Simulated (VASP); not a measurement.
# GaAs (x) (F-43m) in VASP: single point with PBEsol

Aim: the single point of GaAs (x) with PBEsol.

Everything below comes from runs of VASP 6.6.1. Logs are shortened: lines on timing, memory, paths and dates and some standing lists are left out, and cuts for length are marked.

**1. The cell of the first run**

The structure is cubic, space group F-43m (No. 216). Conventional cell: a = 5.653 Å, b = 5.653 Å, c = 5.653 Å, α = 90.00°, β = 90.00°, γ = 90.00°. Ga (site symmetry -43m) has 4 As at 2.45 Å within 3.2 Å. As (site symmetry -43m) has 4 Ga at 2.45 Å within 3.2 Å.

**2. Single point, PBEsol**

Input file INCAR:

```
ALGO = Normal
EDIFF = 1E-6
ENCUT = 500
GGA = PS
GGA_COMPAT = False
ISIF = 2
ISMEAR = 0
LASPH = True
LCHARG = False
LREAL = False
LWAVE = False
NBANDS = 16
NELM = 120
PREC = Accurate
SIGMA = 0.01
```

Input file KPOINTS:

```
k-points
0
Gamma
  10 10 10
```

Input file POSCAR:

```
GaAs
1.0
    0.0000000000      2.8265000000      2.8265000000
    2.8265000000      0.0000000000      2.8265000000
    2.8265000000      2.8265000000      0.0000000000
Ga As
1 1
Direct
    0.0000000000      0.0000000000      0.0000000000
    0.2500000000      0.2500000000      0.2500000000
```

Potentials or basis: VASP PAW PBE potentials, release 64 (Ga_d, As).

Run with:

```console
cat potpaw_PBE.64/Ga_d/POTCAR potpaw_PBE.64/As/POTCAR > POTCAR
mpirun -np 1 vasp_std > vasp.out
```

OUTCAR:

```text
EDIFF = 1E-6
   ENCUT = 500
   GGA = PS
   ISIF = 2
   ISMEAR = 0
   LASPH = True
   LREAL = False
   NELM = 120
   PREC = Accurate

 ion  position               nearest neighbor table
   1  0.000  0.000  0.000-   2 2.45   2 2.45   2 2.45   2 2.45
   2  0.250  0.250  0.250-   1 2.45   1 2.45   1 2.45   1 2.45

  LATTYP: Found a face centered cubic cell.
 ALAT       =     5.6530000000

  Lattice vectors:

 A1 = (   0.0000000000,   2.8265000000,   2.8265000000)
 A2 = (   2.8265000000,   0.0000000000,   2.8265000000)
 A3 = (   2.8265000000,   2.8265000000,   0.0000000000)

Analysis of symmetry for initial positions (statically):
=====================================================================
 Subroutine PRICEL returns:
 Original cell was already a primitive cell.

 Routine SETGRP: Setting up the symmetry group for a
 face centered cubic supercell.

 Subroutine GETGRP returns: Found 24 space group operations
 (whereof 24 operations were pure point group operations)
 out of a pool of 48 trial point group operations.

The static configuration has the point symmetry T_d .

Analysis of symmetry for dynamics (positions and initial velocities):
=====================================================================
 Subroutine PRICEL returns:
 Original cell was already a primitive cell.

 Routine SETGRP: Setting up the symmetry group for a
 face centered cubic supercell.

 Subroutine GETGRP returns: Found 24 space group operations
 (whereof 24 operations were pure point group operations)
 out of a pool of 48 trial point group operations.

The dynamic configuration has the point symmetry T_d .

 Subroutine INISYM returns: Found 24 space group operations
 (whereof 24 operations are pure point group operations),
 and found     1 'primitive' translations

----------------------------------------------------------------------------------------

                                     Primitive cell

  volume of cell :      45.1624

  direct lattice vectors                    reciprocal lattice vectors
     0.000000000  2.826500000  2.826500000    -0.176897223  0.176897223  0.176897223
     2.826500000  0.000000000  2.826500000     0.176897223 -0.176897223  0.176897223
     2.826500000  2.826500000  0.000000000     0.176897223  0.176897223 -0.176897223

  length of vectors
     3.997274634  3.997274634  3.997274634     0.306394977  0.306394977  0.306394977

  position of ions in fractional coordinates (direct lattice)
     0.000000000  0.000000000  0.000000000
     0.250000000  0.250000000  0.250000000

  ion indices of the primitive-cell ions
   primitive index   ion index
                 1           1
                 2           2

----------------------------------------------------------------------------------------

 KPOINTS: k-points

Automatic generation of k-mesh.
 Grid dimensions read from file:
 generate k-points for:   10   10   10

 Generating k-lattice:

  Cartesian coordinates                     Fractional coordinates (reciprocal lattice)
    -0.017689722  0.017689722  0.017689722     0.100000000  0.000000000  0.000000000
     0.017689722 -0.017689722  0.017689722     0.000000000  0.100000000  0.000000000
     0.017689722  0.017689722 -0.017689722     0.000000000  0.000000000  0.100000000

  Length of vectors
     0.030639498  0.030639498  0.030639498

  Shift w.r.t. Gamma in fractional coordinates (k-lattice)
     0.000000000  0.000000000  0.000000000

 Subroutine IBZKPT returns following result:
 ===========================================

 Found     47 irreducible k-points:

 Following reciprocal coordinates:
            Coordinates               Weight
  0.000000  0.000000  0.000000      1.000000
  0.100000  0.000000  0.000000      8.000000
  0.200000  0.000000  0.000000      8.000000
  0.300000  0.000000  0.000000      8.000000
  0.400000  0.000000  0.000000      8.000000
  0.500000  0.000000  0.000000      4.000000
[... 16 lines left out ...]
  0.300000  0.300000  0.000000      6.000000
  0.400000  0.300000  0.000000     24.000000
 [... further k-points ...]
   k-points           NKPTS =     47   k-points in BZ     NKDIM =     47   number of bands    NBANDS=     16
   number of dos      NEDOS =    301   number of ions     NIONS =      2
   total plane-waves  NPLWV =  27000
   dimension x,y,z NGX =    30 NGY =   30 NGZ =   30
   dimension x,y,z NGXF=    60 NGYF=   60 NGZF=   60
   ions per type =               1   1
   NGX,Y,Z   is equivalent  to a cutoff of  12.48, 12.48, 12.48 a.u.
   NGXF,Y,Z  is equivalent  to a cutoff of  24.95, 24.95, 24.95 a.u.
 SYSTEM =  unknown system
   PREC   = accura    normal or accurate (medium, high low for compatibility)
   ISTART =      0    job   : 0-new  1-cont  2-samecut
   ICHARG =      2    charge: 1-file 2-atom 10-const
   ISPIN  =      1    spin polarized calculation?
   LNONCOLLINEAR =      F non collinear calculations
   LSORBIT =      F    spin-orbit coupling
   LASPH  =      T    aspherical Exc in radial PAW
   ENCUT  =  500.0 eV  36.75 Ry    6.06 a.u.   7.29  7.29  7.29*2*pi/ulx,y,z
   NELM   =    120;   NELMIN=  2; NELMDL= -5     # of ELM steps
   EDIFF  = 0.1E-05   stopping-criterion for ELM
   LREAL  =      F    real-space projection
   EDIFFG = 0.1E-04   stopping-criterion for IOM
   NSW    =      0    number of steps for IOM
   IBRION =     -1    ionic relax: 0-MD 1-quasi-New 2-CG
   NFREE  =      0    steps in history (QN), initial steepest desc. (CG)
   ISIF   =      2    stress and relaxation
   ISYM   =      2    0-nonsym 1-usesym 2-fastsym
   POTIM  = 0.5000    time-step for ionic-motion
   TEBEG  =    0.0;   TEEND  =   0.0 temperature during run
   PSTRESS=    0.0 pullay stress
   NELECT =      18.0000    total number of electrons
   NUPDOWN=      -1.0000    fix difference up-down
   EMIN   =  10.00;   EMAX   =-10.00  energy-range for DOS
   EFERMI =   0.00;   METHOD = LEGACY
   ISMEAR =     0;   SIGMA  =   0.01  broadening in eV -4-tet -1-fermi 0-gaus
   EFERMI_NEDOS =   21; number of points for ismear=-14 and -15
   IALGO  =     38    algorithm
   IMIX   =      4    mixing-type and parameters
     AMIX     =   0.40;   BMIX     =  1.00
     AMIX_MAG =   1.60;   BMIX_MAG =  1.00
  volume/ion in A,a.u.               =      22.58       152.39
  Fermi-wavevector in a.u.,A,eV,Ry     =   1.204777  2.276698 19.748689  1.451488
  Thomas-Fermi vector in A             =   2.340492
   LORBIT       =      0    0 simple, 1 ext, 2 COOP (PROOUT), +10 PAW based schemes
   GGA     = PS    functional components
   LHFCALC =     F    Hartree Fock is set to
   AEXX    =    0.0000 exact exchange contribution
   IVDW    =     0    specifies the selected vdW correction
   LEPSILON=     F    determine dielectric tensor
   LRPA    =     F    only Hartree local field effects (RPA)
 non-spin polarized calculation
 Gauss-broadening in eV      SIGMA  =   0.01
  energy-cutoff  :      500.00
  volume of cell :       45.16
 maximum number of plane-waves:      1167
 NGX is ok and might be reduce to    30
   NGX = 15   NGY = 15   NGZ = 15

 number of electron      17.9999995 magnetization

 Free energy of the ion-electron system (eV)
  ---------------------------------------------------
  ext. energy  EPLUGINS =         0.00000000
  ---------------------------------------------------
  free energy    TOTEN  =        -9.09119650 eV

  energy without entropy =       -9.09119650  energy(sigma->0) =       -9.09119650

 E-fermi :   3.9137     XC(G=0):  -9.7747

 val. band max:        3.8073604125   @ k =   0.0000   0.0000   0.0000
 cond. band min:       4.2661662146   @ k =   0.0000   0.0000   0.0000
 fundamental gap:      0.4588058021
 Fermi energy:         3.9136657936

 k-point     1 :       0.0000    0.0000    0.0000
  band No.  band energies     occupation
      1     -10.9674      2.00000
      2     -10.9674      2.00000
      3     -10.9674      2.00000
      4     -10.8872      2.00000
      5     -10.8872      2.00000
      6      -8.9477      2.00000
[... 8 lines left out ...]
     15      13.9180      0.00000
     16      13.9180      0.00000

 k-point     2 :       0.1000    0.0000    0.0000
  band No.  band energies     occupation
      1     -10.9766      2.00000
      2     -10.9650      2.00000
      3     -10.9650      2.00000
      4     -10.8874      2.00000
      5     -10.8874      2.00000
      6      -8.8293      2.00000
[... 8 lines left out ...]
     15      13.2118      0.00000
     16      13.2118      0.00000

 k-point     3 :       0.2000    0.0000    0.0000
  band No.  band energies     occupation
      1     -10.9989      2.00000
      2     -10.9592      2.00000
      3     -10.9592      2.00000
      4     -10.8873      2.00000
      5     -10.8873      2.00000
      6      -8.4895      2.00000
[... 8 lines left out ...]
     15      12.7084      0.00000
     16      12.7084      0.00000

 k-point     4 :       0.3000    0.0000    0.0000
  band No.  band energies     occupation
      1     -11.0239      2.00000
      2     -10.9531      2.00000
      3     -10.9531      2.00000
      4     -10.8862      2.00000
      5     -10.8862      2.00000
      6      -7.9803      2.00000
[... 8 lines left out ...]
     15      13.0863      0.00000
     16      13.0863      0.00000
[... 324 lines left out ...]
 k-point    22 :      -0.2000    0.2000    0.0000
  band No.  band energies     occupation
      1     -11.0307      2.00000
      2     -10.9496      2.00000
      3     -10.9478      2.00000
      4     -10.8903      2.00000
      5     -10.8853      2.00000
      6      -7.8052      2.00000
[... 8 lines left out ...]
     15      14.3084      0.00000
     16      15.0572      0.00000

 k-point    23 :       0.3000    0.3000    0.0000
  band No.  band energies     occupation
      1     -11.0486      2.00000
      2     -10.9354      2.00000
      3     -10.9354      2.00000
      4     -10.9034      2.00000
      5     -10.8787      2.00000
      6      -7.6436      2.00000
[... 8 lines left out ...]
     15      15.3563      0.00000
     16      16.1325      0.00000

 k-point    24 :       0.4000    0.3000    0.0000
  band No.  band energies     occupation
      1     -11.0610      2.00000
      2     -10.9309      2.00000
      3     -10.9293      2.00000
      4     -10.9054      2.00000
      5     -10.8775      2.00000
      6      -7.2008      2.00000
[... 8 lines left out ...]
     15      16.0580      0.00000
     16      16.5353      0.00000

 [... further k-points ...]
[... 5 lines left out ...]
  --------------------------------------------------------------------------------------
  -------------------------------------------------------------------------------------
  Total        0.1059491      0.1059491      0.1059491     -0.0000000     -0.0000000      0.0000000
  in kB        3.7586400      3.7586400      3.7586400     -0.0000000     -0.0000000      0.0000000
  external PRESSURE =       3.7586400 kB  Pullay stress =       0.0000000 kB

 VOLUME and BASIS-vectors are now :
 -----------------------------------------------------------------------------
  energy-cutoff  :      500.00
  volume of cell :       45.16
      direct lattice vectors                 reciprocal lattice vectors
     0.000000000  2.826500000  2.826500000    -0.176897223  0.176897223  0.176897223
     2.826500000  0.000000000  2.826500000     0.176897223 -0.176897223  0.176897223
     2.826500000  2.826500000  0.000000000     0.176897223  0.176897223 -0.176897223

 POSITION                                       TOTAL-FORCE (eV/Angst)
 -----------------------------------------------------------------------------------
      0.00000      0.00000      0.00000        -0.000000     -0.000000     -0.000000
      1.41325      1.41325      1.41325         0.000000      0.000000      0.000000
 -----------------------------------------------------------------------------------
    total drift:                               -0.000000     -0.000000      0.000000

  FREE ENERGIE OF THE ION-ELECTRON SYSTEM (eV)
  ---------------------------------------------------
  free  energy   TOTEN  =        -9.0911964959 eV

  energy  without entropy=       -9.0911964959  energy(sigma->0) =       -9.09119650
```

It took 14 s on 1 thread of Intel Xeon 6975P-C (Granite Rapids), shared host; peak memory 0.18 GiB.

Results:

```
Free energy            : -9.0912 eV
Pressure               : 0.4 GPa
Band gap on the k mesh : 0.46 eV, direct
```

Caveat: the PAW data sets were made with another functional, which shifts forces and pressure a little.
